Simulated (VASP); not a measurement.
# Mg (Fm-3m) in VASP: further runs

Runs on Mg. Level: PBE. Tasks: single point.

Program: VASP 6.6.1. These are calculated values, not measurements. Logs are shortened: lines on timing, memory, paths and dates and some standing lists are left out, and cuts for length are marked.

### 1 The cell of the first run

It takes space group Fm-3m (No. 225, cubic). The conventional cell has a = 3.333 Å, b = 3.333 Å, c = 3.333 Å, α = 90.00°, β = 90.00°, γ = 90.00°. Within 3.1 Å of Mg (site symmetry m-3m) lie 12 Mg at 2.36 Å.

### 2 Single point, PBE (volume scaled by 0.4)

The input, INCAR:

```
ALGO     = Normal         # electronic algorithm
EDIFF    = 1E-6           # SCF threshold, eV
ENCUT    = 520            # plane-wave cutoff, eV
GGA      = PE             # functional
ISIF     = 2              # what is computed and relaxed
ISMEAR   = -1             # smearing method
LASPH    = True           # aspherical terms in the spheres
LCHARG   = False          # write CHGCAR
LREAL    = False          # projectors in reciprocal space
LWAVE    = False          # write WAVECAR
NBANDS   = 7              # bands
NELM     = 60             # most SCF steps
PREC     = Accurate       # precision mode
SIGMA    = 0.08           # smearing width, eV
```

The input, KPOINTS:

```
k-points
0
Gamma
  16 16 16
```

The input, POSCAR:

```
Mg
1.0
    0.0000000000      1.6663180056      1.6663180056
    1.6663180056      0.0000000000      1.6663180056
    1.6663180056      1.6663180056      0.0000000000
Mg
1
Direct
    0.0000000000      0.0000000000      0.0000000000
```

Potentials or basis: VASP PAW PBE potentials, release 64 (Mg).

On the command line:

```bash
> cat potpaw_PBE.64/Mg/POTCAR > POTCAR
> mpirun -np 1 vasp_std > vasp.out
```

OUTCAR:

```text
EDIFF = 1E-6
   ENCUT = 520
   GGA = PE
   ISIF = 2
   ISMEAR = -1
   LASPH = True
   LREAL = False
   NELM = 60
   PREC = Accurate

 ion  position               nearest neighbor table
   1  0.000  0.000  0.000-

  LATTYP: Found a face centered cubic cell.
 ALAT       =     3.3326360112

  Lattice vectors:

 A1 = (   0.0000000000,   1.6663180056,   1.6663180056)
 A2 = (   1.6663180056,   0.0000000000,   1.6663180056)
 A3 = (   1.6663180056,   1.6663180056,   0.0000000000)

Analysis of symmetry for initial positions (statically):
=====================================================================
 Subroutine PRICEL returns:
 Original cell was already a primitive cell.

 Routine SETGRP: Setting up the symmetry group for a
 face centered cubic supercell.

 Subroutine GETGRP returns: Found 48 space group operations
 (whereof 48 operations were pure point group operations)
 out of a pool of 48 trial point group operations.

The static configuration has the point symmetry O_h .

Analysis of symmetry for dynamics (positions and initial velocities):
=====================================================================
 Subroutine PRICEL returns:
 Original cell was already a primitive cell.

 Routine SETGRP: Setting up the symmetry group for a
 face centered cubic supercell.

 Subroutine GETGRP returns: Found 48 space group operations
 (whereof 48 operations were pure point group operations)
 out of a pool of 48 trial point group operations.

The dynamic configuration has the point symmetry O_h .

 Subroutine INISYM returns: Found 48 space group operations
 (whereof 48 operations are pure point group operations),
 and found     1 'primitive' translations

----------------------------------------------------------------------------------------

                                     Primitive cell

  volume of cell :       9.2534

  direct lattice vectors                    reciprocal lattice vectors
     0.000000000  1.666318006  1.666318006    -0.300062772  0.300062772  0.300062772
     1.666318006  0.000000000  1.666318006     0.300062772 -0.300062772  0.300062772
     1.666318006  1.666318006  0.000000000     0.300062772  0.300062772 -0.300062772

  length of vectors
     2.356529523  2.356529523  2.356529523     0.519723967  0.519723967  0.519723967

  position of ions in fractional coordinates (direct lattice)
     0.000000000  0.000000000  0.000000000

  ion indices of the primitive-cell ions
   primitive index   ion index
                 1           1

----------------------------------------------------------------------------------------

 KPOINTS: k-points

Automatic generation of k-mesh.
 Grid dimensions read from file:
 generate k-points for:   16   16   16

 Generating k-lattice:

  Cartesian coordinates                     Fractional coordinates (reciprocal lattice)
    -0.018753923  0.018753923  0.018753923     0.062500000  0.000000000  0.000000000
     0.018753923 -0.018753923  0.018753923     0.000000000  0.062500000  0.000000000
     0.018753923  0.018753923 -0.018753923     0.000000000  0.000000000  0.062500000

  Length of vectors
     0.032482748  0.032482748  0.032482748

  Shift w.r.t. Gamma in fractional coordinates (k-lattice)
     0.000000000  0.000000000  0.000000000

 Subroutine IBZKPT returns following result:
 ===========================================

 Found    145 irreducible k-points:

 Following reciprocal coordinates:
            Coordinates               Weight
  0.000000  0.000000  0.000000      1.000000
  0.062500  0.000000  0.000000      8.000000
  0.125000  0.000000  0.000000      8.000000
  0.187500  0.000000  0.000000      8.000000
  0.250000  0.000000  0.000000      8.000000
  0.312500  0.000000  0.000000      8.000000
[... 16 lines left out ...]
 -0.125000  0.062500  0.000000     24.000000
 -0.062500  0.062500  0.000000     12.000000
 [... further k-points ...]
   k-points           NKPTS =    145   k-points in BZ     NKDIM =    145   number of bands    NBANDS=      7
   number of dos      NEDOS =    301   number of ions     NIONS =      1
   total plane-waves  NPLWV =   5832
   dimension x,y,z NGX =    18 NGY =   18 NGZ =   18
   dimension x,y,z NGXF=    36 NGYF=   36 NGZF=   36
   ions per type =               1
   NGX,Y,Z   is equivalent  to a cutoff of  12.70, 12.70, 12.70 a.u.
   NGXF,Y,Z  is equivalent  to a cutoff of  25.40, 25.40, 25.40 a.u.
 SYSTEM =  unknown system
   PREC   = accura    normal or accurate (medium, high low for compatibility)
   ISTART =      0    job   : 0-new  1-cont  2-samecut
   ICHARG =      2    charge: 1-file 2-atom 10-const
   ISPIN  =      1    spin polarized calculation?
   LNONCOLLINEAR =      F non collinear calculations
   LSORBIT =      F    spin-orbit coupling
   LASPH  =      T    aspherical Exc in radial PAW
   ENCUT  =  520.0 eV  38.22 Ry    6.18 a.u.   4.38  4.38  4.38*2*pi/ulx,y,z
   NELM   =     60;   NELMIN=  2; NELMDL= -5     # of ELM steps
   EDIFF  = 0.1E-05   stopping-criterion for ELM
   LREAL  =      F    real-space projection
[... 7 lines left out ...]
   TEBEG  =    0.0;   TEEND  =   0.0 temperature during run
   PSTRESS=    0.0 pullay stress
   NELECT =       2.0000    total number of electrons
   NUPDOWN=      -1.0000    fix difference up-down
   EMIN   =  10.00;   EMAX   =-10.00  energy-range for DOS
   EFERMI =   0.00;   METHOD = LEGACY
   ISMEAR =    -1;   SIGMA  =   0.08  broadening in eV -4-tet -1-fermi 0-gaus
   EFERMI_NEDOS =   21; number of points for ismear=-14 and -15
   IALGO  =     38    algorithm
   IMIX   =      4    mixing-type and parameters
     AMIX     =   0.40;   BMIX     =  1.00
     AMIX_MAG =   1.60;   BMIX_MAG =  1.00
  volume/ion in A,a.u.               =       9.25        62.45
  Fermi-wavevector in a.u.,A,eV,Ry     =   0.982465  1.856589 13.132844  0.965237
  Thomas-Fermi vector in A             =   2.113549
   LORBIT       =      0    0 simple, 1 ext, 2 COOP (PROOUT), +10 PAW based schemes
   GGA     = PE    functional components
   LHFCALC =     F    Hartree Fock is set to
   AEXX    =    0.0000 exact exchange contribution
   IVDW    =     0    specifies the selected vdW correction
   LEPSILON=     F    determine dielectric tensor
   LRPA    =     F    only Hartree local field effects (RPA)
 non-spin polarized calculation
  energy-cutoff  :      520.00
  volume of cell :        9.25
 maximum number of plane-waves:       263
 NGX is ok and might be reduce to    18
   NGX =  9   NGY =  9   NGZ =  9

 number of electron       2.0000000 magnetization

 Free energy of the ion-electron system (eV)
  ---------------------------------------------------
  ext. energy  EPLUGINS =         0.00000000
  ---------------------------------------------------
  free energy    TOTEN  =         2.37221340 eV

  energy without entropy =        2.37682831  energy(sigma->0) =        2.37452086

 E-fermi :   9.8287     XC(G=0): -11.8662

 val. band max:        9.7925619478   @ k =  -0.2500   0.4375   0.1875
 cond. band min:       9.9539537397   @ k =  -0.3750   0.2500   0.1250
 fundamental gap:      0.1613917919
 Fermi energy:         9.8286842500

 k-point     1 :       0.0000    0.0000    0.0000
  band No.  band energies     occupation
      1      -1.8862      2.00000
      2      28.9516      0.00000
      3      28.9516      0.00000
      4      28.9516      0.00000
      5      32.9055      0.00000
      6      37.5888      0.00000
      7      37.5888      0.00000

 k-point     2 :       0.0625    0.0000    0.0000
  band No.  band energies     occupation
      1      -1.7231      2.00000
      2      27.0443      0.00000
      3      28.9163      0.00000
      4      28.9163      0.00000
      5      34.1885      0.00000
      6      37.0478      0.00000
      7      37.0478      0.00000

 k-point     3 :       0.1250    0.0000    0.0000
  band No.  band energies     occupation
      1      -1.2379      2.00000
      2      23.9602      0.00000
      3      28.7868      0.00000
      4      28.7868      0.00000
      5      34.1990      0.00000
      6      36.1412      0.00000
      7      36.1412      0.00000

 k-point     4 :       0.1875    0.0000    0.0000
  band No.  band energies     occupation
      1      -0.4427      2.00000
      2      20.8304      0.00000
      3      28.5182      0.00000
      4      28.5182      0.00000
      5      33.2004      0.00000
      6      35.4173      0.00000
      7      35.4173      0.00000

 k-point     5 :       0.2500    0.0000    0.0000
  band No.  band energies     occupation
      1       0.6435      2.00000
      2      17.8279      0.00000
      3      28.1100      0.00000
      4      28.1100      0.00000
      5      32.2890      0.00000
      6      35.0045      0.00000
      7      35.0045      0.00000

 k-point     6 :       0.3125    0.0000    0.0000
  band No.  band energies     occupation
      1       1.9958      2.00000
      2      15.0046      0.00000
      3      27.6396      0.00000
      4      27.6396      0.00000
      5      31.6273      0.00000
      6      34.8502      0.00000
      7      34.8502      0.00000

 k-point     7 :       0.3750    0.0000    0.0000
  band No.  band energies     occupation
      1       3.5830      2.00000
      2      12.3854      0.00000
      3      27.2168      0.00000
      4      27.2168      0.00000
      5      31.2142      0.00000
      6      34.8381      0.00000
      7      34.8381      0.00000

 k-point     8 :       0.4375    0.0000    0.0000
  band No.  band energies     occupation
      1       5.3430      2.00000
      2      10.0156      0.17634
      3      26.9298      0.00000
      4      26.9298      0.00000
      5      31.0028      0.00000
      6      34.8686      0.00000
      7      34.8686      0.00000

 k-point     9 :       0.5000    0.0000    0.0000
  band No.  band energies     occupation
      1       6.6855      2.00000
      2       8.4717      2.00000
      3      26.8290      0.00000
      4      26.8290      0.00000
      5      30.9401      0.00000
      6      34.8848      0.00000
      7      34.8848      0.00000

 k-point    10 :       0.0625    0.0625    0.0000
  band No.  band energies     occupation
      1      -1.6689      2.00000
      2      27.2154      0.00000
      3      28.4585      0.00000
      4      28.4585      0.00000
      5      34.9122      0.00000
      6      35.0640      0.00000
      7      38.5071      0.00000

 k-point    11 :       0.1250    0.0625    0.0000
  band No.  band energies     occupation
      1      -1.2915      2.00000
      2      24.8418      0.00000
      3      28.0284      0.00000
      4      28.4654      0.00000
      5      33.3279      0.00000
      6      36.1392      0.00000
      7      38.4544      0.00000
[... 51 lines left out ...]
 k-point    17 :       0.5000    0.0625    0.0000
  band No.  band energies     occupation
      1       6.5469      2.00000
      2       8.8640      1.99999
      3      25.1345      0.00000
      4      26.6000      0.00000
      5      32.4585      0.00000
      6      34.3975      0.00000
      7      35.3873      0.00000

 k-point    18 :      -0.4375    0.0625    0.0000
  band No.  band energies     occupation
      1       6.0394      2.00000
      2       9.4385      1.98488
      3      24.9821      0.00000
      4      26.8704      0.00000
      5      32.5068      0.00000
      6      34.6782      0.00000
      7      34.9671      0.00000

 k-point    19 :      -0.3750    0.0625    0.0000
  band No.  band energies     occupation
      1       4.2777      2.00000
      2      11.6696      0.00000
      3      25.0231      0.00000
      4      27.3618      0.00000
      5      32.6590      0.00000
      6      34.4778      0.00000
      7      35.0447      0.00000

 k-point    20 :      -0.3125    0.0625    0.0000
  band No.  band energies     occupation
      1       2.6292      2.00000
      2      14.1986      0.00000
      3      25.2487      0.00000
      4      28.0547      0.00000
      5      32.9386      0.00000
      6      33.9391      0.00000
      7      35.5057      0.00000

 k-point    21 :      -0.2500    0.0625    0.0000
  band No.  band energies     occupation
      1       1.2000      2.00000
      2      16.9298      0.00000
      3      25.6439      0.00000
      4      28.8617      0.00000
      5      33.3793      0.00000
      6      33.4615      0.00000
      7      36.0379      0.00000

 k-point    22 :      -0.1875    0.0625    0.0000
  band No.  band energies     occupation
      1       0.0265      2.00000
      2      19.8196      0.00000
      3      26.1887      0.00000
      4      29.5268      0.00000
      5      33.3430      0.00000
      6      34.0084      0.00000
      7      36.5431      0.00000

 k-point    23 :      -0.1250    0.0625    0.0000
  band No.  band energies     occupation
      1      -0.8648      2.00000
      2      22.7709      0.00000
      3      26.8778      0.00000
      4      29.6743      0.00000
      5      33.9981      0.00000
      6      34.8456      0.00000
      7      36.6108      0.00000

 k-point    24 :      -0.0625    0.0625    0.0000
  band No.  band energies     occupation
      1      -1.4528      2.00000
      2      25.4460      0.00000
      3      27.8129      0.00000
      4      29.3688      0.00000
      5      35.3425      0.00000
      6      35.3632      0.00000
      7      36.1255      0.00000

 [... further k-points ...]
[... 5 lines left out ...]
  --------------------------------------------------------------------------------------
  -------------------------------------------------------------------------------------
  Total       10.9634071     10.9634071     10.9634071      0.0000000      0.0000000      0.0000000
  in kB     1898.2458805   1898.2458805   1898.2458805      0.0000000      0.0000000      0.0000000
  external PRESSURE =    1898.2458805 kB  Pullay stress =       0.0000000 kB

 VOLUME and BASIS-vectors are now :
 -----------------------------------------------------------------------------
  energy-cutoff  :      520.00
  volume of cell :        9.25
      direct lattice vectors                 reciprocal lattice vectors
     0.000000000  1.666318006  1.666318006    -0.300062772  0.300062772  0.300062772
     1.666318006  0.000000000  1.666318006     0.300062772 -0.300062772  0.300062772
     1.666318006  1.666318006  0.000000000     0.300062772  0.300062772 -0.300062772

 POSITION                                       TOTAL-FORCE (eV/Angst)
 -----------------------------------------------------------------------------------
      0.00000      0.00000      0.00000         0.000000      0.000000      0.000000
 -----------------------------------------------------------------------------------
    total drift:                                0.000000     -0.000000     -0.000000

  FREE ENERGIE OF THE ION-ELECTRON SYSTEM (eV)
  ---------------------------------------------------
  free  energy   TOTEN  =         2.3722134008 eV

  energy  without entropy=        2.3768283098  energy(sigma->0) =        2.37452086
```

It took 12 s on 1 thread of Intel Xeon 8259CL, shared host; peak memory 0.13 GiB.

Results:

```yaml
Free_energy: 2.3722 eV
Pressure: 189.8 GPa
Band_gap_on_the_k_mesh: zero (band 1 reaches 11.27 eV, above the bottom of band 2 at 8.47 eV)
```

### 3 Single point, PBE (volume scaled by 0.4)

The input, INCAR:

```
SYSTEM = Mg
PREC = Accurate ; ENCUT = 520
EDIFF = 1E-7 ; ISMEAR = -1
SIGMA = 0.08 ; LREAL = .False.
LASPH = .True. ; NELM = 80
ALGO = Normal ; ISIF = 2
LWAVE = .False. ; LCHARG = .True.
GGA = PE ; LELF = .True.
LVHAR = .True. ; NBANDS = 7
```

The input, KPOINTS:

```
Automatic mesh
0
Gamma
  16 16 16
  0 0 0
```

POSCAR is that of step 2.

Potentials or basis: VASP PAW PBE potentials, release 64 (Mg).

On the command line:

```bash
> cat potpaw_PBE.64/Mg/POTCAR > POTCAR
> mpirun -np 1 vasp_std > vasp.out
```

Wall time 14 s (1 thread of Intel Xeon 8259CL, shared host); peak memory 0.12 GiB.

It converged, with:

```
Free energy            : 2.3722 eV
Pressure               : 189.8 GPa
Band gap on the k mesh : zero (band 1 reaches 11.27 eV, above the bottom of band 2 at 8.47 eV)
```

Levels at points of the mesh, in eV from the Fermi level:
| k point | band 1 | band 2 | band 3 | band 4 | band 5 |
| --- | --- | --- | --- | --- | --- |
| (0.00, 0.00, 0.00) | -11.71 | 19.12 | 19.12 | 19.12 | 23.08 |
| (0.50, 0.00, 0.00) | -3.14 | -1.36 | 17.00 | 17.00 | 21.11 |
| (0.50, 0.50, 0.00) | 0.14 | 0.35 | 7.44 | 13.88 | 13.88 |

[end of part 1 of 2]
